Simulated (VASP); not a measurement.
# AlIn3Sb4 (P-4m2) in VASP: single point with PBE

Aim: the single point of AlIn3Sb4 with PBE.

Program: VASP 6.6.1. These are calculated values, not measurements. Logs are shortened: lines on timing, memory, paths and dates and some standing lists are left out, and cuts for length are marked.

## Step 1: The cell of the first run

The structure is tetragonal, space group P-4m2 (No. 115). Conventional cell: a = 4.614 Å, b = 4.614 Å, c = 13.074 Å, α = 90.00°, β = 90.00°, γ = 90.00°. Al (site symmetry -4m2) has 4 Sb at 2.74 Å within 3.6 Å. Within 3.8 Å of In (site symmetry 2mm) lie 4 Sb at 2.86 Å. In (site symmetry -4m2) has 4 Sb at 2.86 Å within 3.8 Å. Sb (site symmetry 2mm) has 2 Al at 2.74 Å and 2 In at 2.86 Å within 3.6 Å. Within 3.8 Å of Sb (site symmetry 2mm) lie 4 In at 2.86 Å.

## Step 2: Single point, PBE

INCAR reads:

```
SYSTEM = AlIn3Sb4
PREC = Accurate
ENCUT = 520
EDIFF = 1E-6
ISMEAR = 0
SIGMA = 0.1
LREAL = .FALSE.
LASPH = .TRUE.
NELM = 100
ALGO = Fast
ISIF = 2
LWAVE = .FALSE.
LCHARG = .FALSE.
GGA = PE
NBANDS = 41
```

KPOINTS reads:

```
regular mesh
0
G
  8 8 4
  0 0 0
```

POSCAR reads:

```
AlIn3Sb4
1.0
    4.6139794283      0.0000000000      0.0000000000
    0.0000000000      4.6139794283      0.0000000000
    0.0000000000      0.0000000000     13.0736699534
Al In Sb
1 3 4
Direct
    0.5000000000      0.5000000000      0.0000000000
    0.0000000000      0.0000000000      0.7576936997
    0.0000000000      0.0000000000      0.2423063003
    0.5000000000      0.5000000000      0.5000000000
    0.5000000000      0.0000000000      0.8875765783
    0.0000000000      0.5000000000      0.1124234217
    0.5000000000      0.0000000000      0.3710951022
    0.0000000000      0.5000000000      0.6289048978
```

Potentials or basis: VASP PAW PBE potentials, release 64 (Al, In_d, Sb).

Run with:

```
$ cat potpaw_PBE.64/Al/POTCAR potpaw_PBE.64/In_d/POTCAR potpaw_PBE.64/Sb/POTCAR > POTCAR
$ mpirun -np 1 vasp_std > vasp.out
```

OUTCAR:

```text
SYSTEM = AlIn3Sb4
   PREC = Accurate
   ENCUT = 520
   EDIFF = 1E-6
   ISMEAR = 0
   LREAL = .FALSE.
   LASPH = .TRUE.
   NELM = 100
   ISIF = 2
   GGA = PE

 ion  position               nearest neighbor table
   1  0.500  0.500  0.000-   5 2.74   6 2.74   5 2.74   6 2.74
   2  0.000  0.000  0.758-   8 2.86   8 2.86   5 2.86   5 2.86
   3  0.000  0.000  0.242-   7 2.86   7 2.86   6 2.86   6 2.86
   4  0.500  0.500  0.500-   7 2.86   8 2.86   7 2.86   8 2.86
   5  0.500  0.000  0.888-   1 2.74   1 2.74   2 2.86   2 2.86
   6  0.000  0.500  0.112-   1 2.74   1 2.74   3 2.86   3 2.86
   7  0.500  0.000  0.371-   3 2.86   3 2.86   4 2.86   4 2.86
   8  0.000  0.500  0.629-   2 2.86   2 2.86   4 2.86   4 2.86

  LATTYP: Found a simple tetragonal cell.
 ALAT       =     4.6139794283
 C/A-ratio  =     2.8334911667

  Lattice vectors:

 A1 = (   4.6139794283,   0.0000000000,   0.0000000000)
 A2 = (   0.0000000000,   4.6139794283,   0.0000000000)
 A3 = (   0.0000000000,   0.0000000000,  13.0736699534)

Analysis of symmetry for initial positions (statically):
=====================================================================
 Subroutine PRICEL returns:
 Original cell was already a primitive cell.

 Routine SETGRP: Setting up the symmetry group for a
 simple tetragonal supercell.

 Subroutine GETGRP returns: Found  8 space group operations
 (whereof  8 operations were pure point group operations)
 out of a pool of 16 trial point group operations.

The static configuration has the point symmetry D_2d.

Analysis of symmetry for dynamics (positions and initial velocities):
=====================================================================
 Subroutine PRICEL returns:
 Original cell was already a primitive cell.

 Routine SETGRP: Setting up the symmetry group for a
 simple tetragonal supercell.

 Subroutine GETGRP returns: Found  8 space group operations
 (whereof  8 operations were pure point group operations)
 out of a pool of 16 trial point group operations.

The dynamic configuration has the point symmetry D_2d.

 Subroutine INISYM returns: Found  8 space group operations
 (whereof  8 operations are pure point group operations),
 and found     1 'primitive' translations

----------------------------------------------------------------------------------------

                                     Primitive cell

  volume of cell :     278.3228

  direct lattice vectors                    reciprocal lattice vectors
     4.613979428  0.000000000  0.000000000     0.216732652  0.000000000  0.000000000
     0.000000000  4.613979428  0.000000000     0.000000000  0.216732652  0.000000000
     0.000000000  0.000000000 13.073669953     0.000000000  0.000000000  0.076489616

  length of vectors
     4.613979428  4.613979428 13.073669953     0.216732652  0.216732652  0.076489616

  position of ions in fractional coordinates (direct lattice)
     0.500000000  0.500000000  0.000000000
     0.000000000  0.000000000  0.757693700
     0.000000000  0.000000000  0.242306300
     0.500000000  0.500000000  0.500000000
     0.500000000  0.000000000  0.887576578
     0.000000000  0.500000000  0.112423422
     0.500000000  0.000000000  0.371095102
     0.000000000  0.500000000  0.628904898

  ion indices of the primitive-cell ions
   primitive index   ion index
                 1           1
                 2           2
                 3           3
                 4           4
                 5           5
                 6           6
                 7           7
                 8           8

----------------------------------------------------------------------------------------

 KPOINTS: regular mesh

Automatic generation of k-mesh.
 Grid dimensions read from file:
 generate k-points for:    8    8    4

 Generating k-lattice:

  Cartesian coordinates                     Fractional coordinates (reciprocal lattice)
     0.027091582  0.000000000  0.000000000     0.125000000  0.000000000  0.000000000
     0.000000000  0.027091582  0.000000000     0.000000000  0.125000000  0.000000000
     0.000000000  0.000000000  0.019122404     0.000000000  0.000000000  0.250000000

  Length of vectors
     0.027091582  0.027091582  0.019122404

  Shift w.r.t. Gamma in fractional coordinates (k-lattice)
     0.000000000  0.000000000  0.000000000

 Subroutine IBZKPT returns following result:
 ===========================================

 Found     45 irreducible k-points:

 Following reciprocal coordinates:
            Coordinates               Weight
  0.000000  0.000000  0.000000      1.000000
  0.125000  0.000000  0.000000      4.000000
  0.250000  0.000000  0.000000      4.000000
  0.375000  0.000000  0.000000      4.000000
  0.500000  0.000000  0.000000      2.000000
  0.125000  0.125000  0.000000      4.000000
[... 16 lines left out ...]
  0.375000  0.125000  0.250000     16.000000
  0.500000  0.125000  0.250000      8.000000
 [... further k-points ...]
   k-points           NKPTS =     45   k-points in BZ     NKDIM =     45   number of bands    NBANDS=     41
   number of dos      NEDOS =    301   number of ions     NIONS =      8
   total plane-waves  NPLWV = 127008
   dimension x,y,z NGX =    36 NGY =   36 NGZ =   98
   dimension x,y,z NGXF=    72 NGYF=   72 NGZF=  196
   ions per type =               1   3   4
   NGX,Y,Z   is equivalent  to a cutoff of  12.97, 12.97, 12.46 a.u.
   NGXF,Y,Z  is equivalent  to a cutoff of  25.94, 25.94, 24.92 a.u.
 SYSTEM =  AlIn3Sb4
   PREC   = accura    normal or accurate (medium, high low for compatibility)
   ISTART =      0    job   : 0-new  1-cont  2-samecut
   ICHARG =      2    charge: 1-file 2-atom 10-const
   ISPIN  =      1    spin polarized calculation?
   LNONCOLLINEAR =      F non collinear calculations
   LSORBIT =      F    spin-orbit coupling
   LASPH  =      T    aspherical Exc in radial PAW
   ENCUT  =  520.0 eV  38.22 Ry    6.18 a.u.   8.58  8.58 24.31*2*pi/ulx,y,z
   NELM   =    100;   NELMIN=  2; NELMDL= -5     # of ELM steps
   EDIFF  = 0.1E-05   stopping-criterion for ELM
   LREAL  =      F    real-space projection
   EDIFFG = 0.1E-04   stopping-criterion for IOM
   NSW    =      0    number of steps for IOM
   IBRION =     -1    ionic relax: 0-MD 1-quasi-New 2-CG
   NFREE  =      0    steps in history (QN), initial steepest desc. (CG)
   ISIF   =      2    stress and relaxation
   ISYM   =      2    0-nonsym 1-usesym 2-fastsym
   POTIM  = 0.5000    time-step for ionic-motion
   TEBEG  =    0.0;   TEEND  =   0.0 temperature during run
   PSTRESS=    0.0 pullay stress
   NELECT =      62.0000    total number of electrons
   NUPDOWN=      -1.0000    fix difference up-down
   EMIN   =  10.00;   EMAX   =-10.00  energy-range for DOS
   EFERMI =   0.00;   METHOD = LEGACY
   ISMEAR =     0;   SIGMA  =   0.10  broadening in eV -4-tet -1-fermi 0-gaus
   EFERMI_NEDOS =   21; number of points for ismear=-14 and -15
   IALGO  =     68    algorithm
   IMIX   =      4    mixing-type and parameters
     AMIX     =   0.40;   BMIX     =  1.00
     AMIX_MAG =   1.60;   BMIX_MAG =  1.00
  volume/ion in A,a.u.               =      34.79       234.78
  Fermi-wavevector in a.u.,A,eV,Ry     =   0.992405  1.875374 13.399949  0.984868
  Thomas-Fermi vector in A             =   2.124215
   LORBIT       =      0    0 simple, 1 ext, 2 COOP (PROOUT), +10 PAW based schemes
   GGA     = PE    functional components
   LHFCALC =     F    Hartree Fock is set to
   AEXX    =    0.0000 exact exchange contribution
   IVDW    =     0    specifies the selected vdW correction
   LEPSILON=     F    determine dielectric tensor
   LRPA    =     F    only Hartree local field effects (RPA)
 non-spin polarized calculation
 RMM-DIIS sequential band-by-band and
 Gauss-broadening in eV      SIGMA  =   0.10
  energy-cutoff  :      520.00
  volume of cell :      278.32
 maximum number of plane-waves:      7529
 NGX is ok and might be reduce to    36
   NGX = 17   NGY = 17   NGZ = 49

 number of electron      61.9999965 magnetization

 Free energy of the ion-electron system (eV)
  ---------------------------------------------------
  ext. energy  EPLUGINS =         0.00000000
  ---------------------------------------------------
  free energy    TOTEN  =       -28.99948000 eV

  energy without entropy =      -28.99865319  energy(sigma->0) =      -28.99906659

 E-fermi :   4.4938     XC(G=0):  -8.4277

 val. band max:        4.4532119918   @ k =   0.0000   0.0000   0.0000
 cond. band min:       4.9447768274   @ k =   0.5000   0.0000   0.0000
 fundamental gap:      0.4915648356
 Fermi energy:         4.4937619682

 k-point     1 :       0.0000    0.0000    0.0000
  band No.  band energies     occupation
      1     -10.0530      2.00000
      2     -10.0316      2.00000
      3     -10.0101      2.00000
      4      -9.9902      2.00000
      5      -9.9902      2.00000
      6      -9.9783      2.00000
[... 33 lines left out ...]
     40       7.4220      0.00000
     41       7.4645      0.00000

 k-point     2 :       0.1250    0.0000    0.0000
  band No.  band energies     occupation
      1     -10.0506      2.00000
      2     -10.0300      2.00000
      3     -10.0080      2.00000
      4      -9.9937      2.00000
      5      -9.9893      2.00000
      6      -9.9809      2.00000
[... 33 lines left out ...]
     40       7.5102      0.00000
     41       7.8867      0.00000

 k-point     3 :       0.2500    0.0000    0.0000
  band No.  band energies     occupation
      1     -10.0453      2.00000
      2     -10.0279      2.00000
      3     -10.0057      2.00000
      4      -9.9997      2.00000
      5      -9.9867      2.00000
      6      -9.9851      2.00000
[... 33 lines left out ...]
     40       8.1342      0.00000
     41       8.7443      0.00000

 k-point     4 :       0.3750    0.0000    0.0000
  band No.  band energies     occupation
      1     -10.0403      2.00000
      2     -10.0305      2.00000
      3     -10.0114      2.00000
      4      -9.9986      2.00000
      5      -9.9850      2.00000
      6      -9.9831      2.00000
[... 825 lines left out ...]
     40       8.3275      0.00000
     41       8.7073      0.00000

 k-point    23 :       0.3750    0.1250    0.2500
  band No.  band energies     occupation
      1     -10.0421      2.00000
      2     -10.0335      2.00000
      3     -10.0114      2.00000
      4      -9.9990      2.00000
      5      -9.9826      2.00000
      6      -9.9805      2.00000
[... 33 lines left out ...]
     40       8.6044      0.00000
     41       8.9864      0.00000

 k-point    24 :       0.5000    0.1250    0.2500
  band No.  band energies     occupation
      1     -10.0397      2.00000
      2     -10.0382      2.00000
      3     -10.0140      2.00000
      4      -9.9978      2.00000
      5      -9.9804      2.00000
      6      -9.9798      2.00000
[... 33 lines left out ...]
     40       8.6431      0.00000
     41       8.8197      0.00000

 [... further k-points ...]
[... 5 lines left out ...]
  --------------------------------------------------------------------------------------
  -------------------------------------------------------------------------------------
  Total        0.0756075      0.0756075      0.0638692      0.0000000      0.0000000     -0.0000000
  in kB        0.4352376      0.4352376      0.3676659      0.0000000      0.0000000     -0.0000000
  external PRESSURE =       0.4127137 kB  Pullay stress =       0.0000000 kB

 VOLUME and BASIS-vectors are now :
 -----------------------------------------------------------------------------
  energy-cutoff  :      520.00
  volume of cell :      278.32
      direct lattice vectors                 reciprocal lattice vectors
     4.613979428  0.000000000  0.000000000     0.216732652  0.000000000  0.000000000
     0.000000000  4.613979428  0.000000000     0.000000000  0.216732652  0.000000000
     0.000000000  0.000000000 13.073669953     0.000000000  0.000000000  0.076489616

 POSITION                                       TOTAL-FORCE (eV/Angst)
 -----------------------------------------------------------------------------------
      2.30699      2.30699      0.00000        -0.000000     -0.000000      0.000000
      0.00000      0.00000      9.90584         0.000000     -0.000000     -0.001275
      0.00000      0.00000      3.16783         0.000000     -0.000000      0.001275
      2.30699      2.30699      6.53683         0.000000     -0.000000      0.000000
      2.30699      0.00000     11.60388        -0.000000     -0.000000     -0.015589
      0.00000      2.30699      1.46979         0.000000     -0.000000      0.015589
      2.30699      0.00000      4.85157         0.000000      0.000000     -0.000070
      0.00000      2.30699      8.22210         0.000000     -0.000000      0.000070
 -----------------------------------------------------------------------------------
    total drift:                                0.000000     -0.000000      0.000000

  FREE ENERGIE OF THE ION-ELECTRON SYSTEM (eV)
  ---------------------------------------------------
  free  energy   TOTEN  =       -28.9994799970 eV

  energy  without entropy=      -28.9986531895  energy(sigma->0) =      -28.99906659
```

It took 12 min on 1 thread of Oxide Virtual Turin-like, shared host; peak memory 0.6 GiB.

Results:

```yaml
Free_energy: -28.9995 eV
Pressure: 0.0 GPa
Largest_force: 0.016 eV/Å
Band_gap_on_the_k_mesh: zero (filled and empty bands touch)
```

Forces in eV/Å, atoms in the order of the input:
```
Al   0.000  0.000  0.000
In   0.000  0.000 -0.001
In   0.000  0.000  0.001
In   0.000  0.000  0.000
Sb   0.000  0.000 -0.016
Sb   0.000  0.000  0.016
Sb   0.000  0.000  0.000
Sb   0.000  0.000  0.000
```

Caveat: semilocal functionals underestimate gaps, and a narrow one can read as zero; spin-orbit coupling is left out, which moves the levels of the heavy elements.

The gap in the log of VASP goes by the Fermi energy; the results here count the filled bands.